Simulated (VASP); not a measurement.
# Zr3CdC (Pm-3m) in VASP: further runs

Zr3CdC is run at these levels: PBE; tasks: single point.

Program: VASP 6.6.1. These are calculated values, not measurements. Logs are shortened: lines on timing, memory, paths and dates and some standing lists are left out, and cuts for length are marked.

## (1) The cell of the first run

It takes space group Pm-3m (No. 221, cubic). The conventional cell has a = 4.381 Å, b = 4.381 Å, c = 4.381 Å, α = 90.00°, β = 90.00°, γ = 90.00°. Zr (site symmetry 4/mmm) has 2 C at 2.19 Å within 2.9 Å. Cd (site symmetry m-3m) has 12 Zr at 3.10 Å and 8 C at 3.79 Å within 4.1 Å. C (site symmetry m-3m) has 6 Zr at 2.19 Å within 2.9 Å.

## (2) Single point, PBE (16.82 Å³/atom)

INCAR reads:

```
SYSTEM = Zr3CdC
  PREC = Accurate
  ENCUT = 520
  EDIFF = 1E-6
  ISMEAR = 0
  SIGMA = 0.1
  LREAL = .FALSE.
  LASPH = .TRUE.
  NELM = 80
  ALGO = Normal
  ISIF = 2
  LWAVE = .FALSE.
  LCHARG = .FALSE.
  GGA = PE
  NBANDS = 34
```

KPOINTS reads:

```
regular mesh
0
G
  8 8 8
  0 0 0
```

POSCAR reads:

```
Zr3CdC
1.0
    4.3813741528      0.0000000000      0.0000000000
    0.0000000000      4.3813741528      0.0000000000
    0.0000000000      0.0000000000      4.3813741528
Zr Cd C
3 1 1
Direct
    0.0000000000      0.5000000000      0.5000000000
    0.5000000000      0.0000000000      0.5000000000
    0.5000000000      0.5000000000      0.0000000000
    0.0000000000      0.0000000000      0.0000000000
    0.5000000000      0.5000000000      0.5000000000
```

Potentials or basis: VASP PAW PBE potentials, release 64 (Zr_sv, Cd, C).

Started as:

```console
cat potpaw_PBE.64/Zr_sv/POTCAR potpaw_PBE.64/Cd/POTCAR potpaw_PBE.64/C/POTCAR > POTCAR
mpirun -np 1 vasp_std > vasp.out
```

OUTCAR:

```text
SYSTEM = Zr3CdC
   PREC = Accurate
   ENCUT = 520
   EDIFF = 1E-6
   ISMEAR = 0
   LREAL = .FALSE.
   LASPH = .TRUE.
   NELM = 80
   ISIF = 2
   GGA = PE

 ion  position               nearest neighbor table
   1  0.000  0.500  0.500-   5 2.19   5 2.19   4 3.10   2 3.10   3 3.10   4 3.10   2 3.10   4 3.10
                             4 3.10   2 3.10   3 3.10   3 3.10   3 3.10   2 3.10
   2  0.500  0.000  0.500-   5 2.19   5 2.19   4 3.10   1 3.10   3 3.10   4 3.10   1 3.10   3 3.10
                             3 3.10   3 3.10   1 3.10   4 3.10   4 3.10   1 3.10
   3  0.500  0.500  0.000-   5 2.19   5 2.19   4 3.10   1 3.10   1 3.10   2 3.10   2 3.10   2 3.10
                             4 3.10   2 3.10   1 3.10   4 3.10   1 3.10   4 3.10
   4  0.000  0.000  0.000-   1 3.10   2 3.10   3 3.10   1 3.10   2 3.10   1 3.10   3 3.10   1 3.10
                             2 3.10   3 3.10   2 3.10   3 3.10
   5  0.500  0.500  0.500-   1 2.19   2 2.19   3 2.19   3 2.19   2 2.19   1 2.19

  LATTYP: Found a simple cubic cell.
 ALAT       =     4.3813741528

  Lattice vectors:

 A1 = (   4.3813741528,   0.0000000000,   0.0000000000)
 A2 = (   0.0000000000,   4.3813741528,   0.0000000000)
 A3 = (   0.0000000000,   0.0000000000,   4.3813741528)

Analysis of symmetry for initial positions (statically):
=====================================================================
 Subroutine PRICEL returns:
 Original cell was already a primitive cell.

 Routine SETGRP: Setting up the symmetry group for a
 simple cubic supercell.

 Subroutine GETGRP returns: Found 48 space group operations
 (whereof 48 operations were pure point group operations)
 out of a pool of 48 trial point group operations.

The static configuration has the point symmetry O_h .

Analysis of symmetry for dynamics (positions and initial velocities):
=====================================================================
 Subroutine PRICEL returns:
 Original cell was already a primitive cell.

 Routine SETGRP: Setting up the symmetry group for a
 simple cubic supercell.

 Subroutine GETGRP returns: Found 48 space group operations
 (whereof 48 operations were pure point group operations)
 out of a pool of 48 trial point group operations.

The dynamic configuration has the point symmetry O_h .

 Subroutine INISYM returns: Found 48 space group operations
 (whereof 48 operations are pure point group operations),
 and found     1 'primitive' translations

----------------------------------------------------------------------------------------

                                     Primitive cell

  volume of cell :      84.1068

  direct lattice vectors                    reciprocal lattice vectors
     4.381374153  0.000000000  0.000000000     0.228238896  0.000000000  0.000000000
     0.000000000  4.381374153  0.000000000     0.000000000  0.228238896  0.000000000
     0.000000000  0.000000000  4.381374153     0.000000000  0.000000000  0.228238896

  length of vectors
     4.381374153  4.381374153  4.381374153     0.228238896  0.228238896  0.228238896

  position of ions in fractional coordinates (direct lattice)
     0.000000000  0.500000000  0.500000000
     0.500000000  0.000000000  0.500000000
     0.500000000  0.500000000  0.000000000
     0.000000000  0.000000000  0.000000000
     0.500000000  0.500000000  0.500000000

  ion indices of the primitive-cell ions
   primitive index   ion index
                 1           1
                 2           2
                 3           3
                 4           4
                 5           5

----------------------------------------------------------------------------------------

 KPOINTS: regular mesh

Automatic generation of k-mesh.
 Grid dimensions read from file:
 generate k-points for:    8    8    8

 Generating k-lattice:

  Cartesian coordinates                     Fractional coordinates (reciprocal lattice)
     0.028529862  0.000000000  0.000000000     0.125000000  0.000000000  0.000000000
     0.000000000  0.028529862  0.000000000     0.000000000  0.125000000  0.000000000
     0.000000000  0.000000000  0.028529862     0.000000000  0.000000000  0.125000000

  Length of vectors
     0.028529862  0.028529862  0.028529862

  Shift w.r.t. Gamma in fractional coordinates (k-lattice)
     0.000000000  0.000000000  0.000000000

 Subroutine IBZKPT returns following result:
 ===========================================

 Found     35 irreducible k-points:

 Following reciprocal coordinates:
            Coordinates               Weight
  0.000000  0.000000  0.000000      1.000000
  0.125000  0.000000  0.000000      6.000000
  0.250000  0.000000  0.000000      6.000000
  0.375000  0.000000  0.000000      6.000000
  0.500000  0.000000  0.000000      3.000000
  0.125000  0.125000  0.000000     12.000000
[... 16 lines left out ...]
  0.375000  0.375000  0.125000     24.000000
  0.500000  0.375000  0.125000     24.000000
 [... further k-points ...]
   k-points           NKPTS =     35   k-points in BZ     NKDIM =     35   number of bands    NBANDS=     34
   number of dos      NEDOS =    301   number of ions     NIONS =      5
   total plane-waves  NPLWV =  46656
   dimension x,y,z NGX =    36 NGY =   36 NGZ =   36
   dimension x,y,z NGXF=    72 NGYF=   72 NGZF=   72
   ions per type =               3   1   1
   NGX,Y,Z   is equivalent  to a cutoff of  13.66, 13.66, 13.66 a.u.
   NGXF,Y,Z  is equivalent  to a cutoff of  27.32, 27.32, 27.32 a.u.
 SYSTEM =  Zr3CdC
   PREC   = accura    normal or accurate (medium, high low for compatibility)
   ISTART =      0    job   : 0-new  1-cont  2-samecut
   ICHARG =      2    charge: 1-file 2-atom 10-const
   ISPIN  =      1    spin polarized calculation?
   LNONCOLLINEAR =      F non collinear calculations
   LSORBIT =      F    spin-orbit coupling
   LASPH  =      T    aspherical Exc in radial PAW
   ENCUT  =  520.0 eV  38.22 Ry    6.18 a.u.   8.15  8.15  8.15*2*pi/ulx,y,z
   NELM   =     80;   NELMIN=  2; NELMDL= -5     # of ELM steps
   EDIFF  = 0.1E-05   stopping-criterion for ELM
   LREAL  =      F    real-space projection
   EDIFFG = 0.1E-04   stopping-criterion for IOM
   NSW    =      0    number of steps for IOM
   IBRION =     -1    ionic relax: 0-MD 1-quasi-New 2-CG
   NFREE  =      0    steps in history (QN), initial steepest desc. (CG)
   ISIF   =      2    stress and relaxation
   ISYM   =      2    0-nonsym 1-usesym 2-fastsym
   POTIM  = 0.5000    time-step for ionic-motion
   TEBEG  =    0.0;   TEEND  =   0.0 temperature during run
   PSTRESS=    0.0 pullay stress
   NELECT =      52.0000    total number of electrons
   NUPDOWN=      -1.0000    fix difference up-down
   EMIN   =  10.00;   EMAX   =-10.00  energy-range for DOS
   EFERMI =   0.00;   METHOD = LEGACY
   ISMEAR =     0;   SIGMA  =   0.10  broadening in eV -4-tet -1-fermi 0-gaus
   EFERMI_NEDOS =   21; number of points for ismear=-14 and -15
   IALGO  =     38    algorithm
   IMIX   =      4    mixing-type and parameters
     AMIX     =   0.40;   BMIX     =  1.00
     AMIX_MAG =   1.60;   BMIX_MAG =  1.00
  volume/ion in A,a.u.               =      16.82       113.52
  Fermi-wavevector in a.u.,A,eV,Ry     =   1.394651  2.635509 26.464039  1.945052
  Thomas-Fermi vector in A             =   2.518180
   LORBIT       =      0    0 simple, 1 ext, 2 COOP (PROOUT), +10 PAW based schemes
   GGA     = PE    functional components
   LHFCALC =     F    Hartree Fock is set to
   AEXX    =    0.0000 exact exchange contribution
   IVDW    =     0    specifies the selected vdW correction
   LEPSILON=     F    determine dielectric tensor
   LRPA    =     F    only Hartree local field effects (RPA)
 non-spin polarized calculation
 Gauss-broadening in eV      SIGMA  =   0.10
  energy-cutoff  :      520.00
  volume of cell :       84.11
 maximum number of plane-waves:      2301
 NGX is ok and might be reduce to    36
   NGX = 17   NGY = 17   NGZ = 17

 number of electron      51.9999995 magnetization

 Free energy of the ion-electron system (eV)
  ---------------------------------------------------
  ext. energy  EPLUGINS =         0.00000000
  ---------------------------------------------------
  free energy    TOTEN  =       -37.10514182 eV

  energy without entropy =      -37.09131532  energy(sigma->0) =      -37.09822857

 E-fermi :   8.8774     XC(G=0): -11.9001

 val. band max:        8.8092971007   @ k =   0.3750   0.1250   0.0000
 cond. band min:       8.8855896328   @ k =   0.3750   0.2500   0.1250
 fundamental gap:      0.0762925321
 Fermi energy:         8.8774364486

 k-point     1 :       0.0000    0.0000    0.0000
  band No.  band energies     occupation
      1     -39.6294      2.00000
      2     -39.4017      2.00000
      3     -39.4017      2.00000
      4     -18.1562      2.00000
      5     -18.1562      2.00000
      6     -18.1562      2.00000
[... 26 lines left out ...]
     33      11.9648      0.00000
     34      12.8226      0.00000

 k-point     2 :       0.1250    0.0000    0.0000
  band No.  band energies     occupation
      1     -39.6218      2.00000
      2     -39.4094      2.00000
      3     -39.4016      2.00000
      4     -18.1367      2.00000
      5     -18.1367      2.00000
      6     -18.1278      2.00000
[... 26 lines left out ...]
     33      12.8079      0.00000
     34      12.8190      0.00000

 k-point     3 :       0.2500    0.0000    0.0000
  band No.  band energies     occupation
      1     -39.6006      2.00000
      2     -39.4309      2.00000
      3     -39.4013      2.00000
      4     -18.0844      2.00000
      5     -18.0844      2.00000
      6     -18.0443      2.00000
[... 26 lines left out ...]
     33      13.5044      0.00000
     34      13.5387      0.00000
[... 704 lines left out ...]
 k-point    23 :       0.3750    0.3750    0.1250
  band No.  band energies     occupation
      1     -39.5214      2.00000
      2     -39.4660      2.00000
      3     -39.4442      2.00000
      4     -18.3055      2.00000
      5     -17.9712      2.00000
      6     -17.7928      2.00000
[... 26 lines left out ...]
     33      12.3312      0.00000
     34      13.2588      0.00000

 k-point    24 :       0.5000    0.3750    0.1250
  band No.  band energies     occupation
      1     -39.5042      2.00000
      2     -39.4771      2.00000
      3     -39.4501      2.00000
      4     -18.3231      2.00000
      5     -18.0042      2.00000
      6     -17.7863      2.00000
[... 26 lines left out ...]
     33      12.4350      0.00000
     34      12.9560      0.00000

 [... further k-points ...]

------------------------ aborting loop because EDIFF is reached ----------------------------------------

  FORCE on cell =-STRESS in cart. coord.  units (eV):
  Direction    XX          YY          ZZ          XY          YZ          ZX
  --------------------------------------------------------------------------------------
  -------------------------------------------------------------------------------------
  Total       11.4949149     11.4949149     11.4949149     -0.0000000     -0.0000000      0.0000000
  in kB      218.9703515    218.9703515    218.9703515     -0.0000000     -0.0000000      0.0000000
  external PRESSURE =     218.9703515 kB  Pullay stress =       0.0000000 kB

 VOLUME and BASIS-vectors are now :
 -----------------------------------------------------------------------------
  energy-cutoff  :      520.00
  volume of cell :       84.11
      direct lattice vectors                 reciprocal lattice vectors
     4.381374153  0.000000000  0.000000000     0.228238896  0.000000000  0.000000000
     0.000000000  4.381374153  0.000000000     0.000000000  0.228238896  0.000000000
     0.000000000  0.000000000  4.381374153     0.000000000  0.000000000  0.228238896

 POSITION                                       TOTAL-FORCE (eV/Angst)
 -----------------------------------------------------------------------------------
      0.00000      2.19069      2.19069         0.000000      0.000000      0.000000
      2.19069      0.00000      2.19069         0.000000      0.000000      0.000000
      2.19069      2.19069      0.00000         0.000000      0.000000      0.000000
      0.00000      0.00000      0.00000         0.000000      0.000000      0.000000
      2.19069      2.19069      2.19069         0.000000      0.000000      0.000000
 -----------------------------------------------------------------------------------
    total drift:                                0.000000      0.000000      0.000000

  FREE ENERGIE OF THE ION-ELECTRON SYSTEM (eV)
  ---------------------------------------------------
  free  energy   TOTEN  =       -37.1051418173 eV

  energy  without entropy=      -37.0913153164  energy(sigma->0) =      -37.09822857
```

It took 50 s on 1 thread of Intel Xeon 6975P-C (Granite Rapids), shared host; peak memory 0.25 GiB.

What came out:

- Free energy: -37.1051 eV
- Pressure: 21.9 GPa
- Band gap on the k mesh: zero (bands 26 and 27 overlap by 1.69 eV)

Levels at points of the mesh, in eV from the Fermi level:
| k point | band 24 | band 25 | band 26 | band 27 | band 28 | band 29 |
| --- | --- | --- | --- | --- | --- | --- |
| (0.00, 0.00, 0.00) | -1.25 | -0.75 | -0.75 | -0.75 | 2.86 | 2.86 |
| (0.50, 0.00, 0.00) | -1.39 | -1.17 | -1.17 | 0.31 | 1.19 | 1.97 |
| (0.50, 0.50, 0.00) | -1.91 | -1.45 | 0.75 | 0.75 | 0.81 | 0.81 |
| (0.50, 0.50, 0.50) | 0.03 | 0.03 | 0.79 | 0.79 | 0.79 | 0.97 |

Caveat: the cell stands under pressure.

(Continued in part 2 of 2.)

The gap in the log of VASP goes by the Fermi energy; the results here count the filled bands.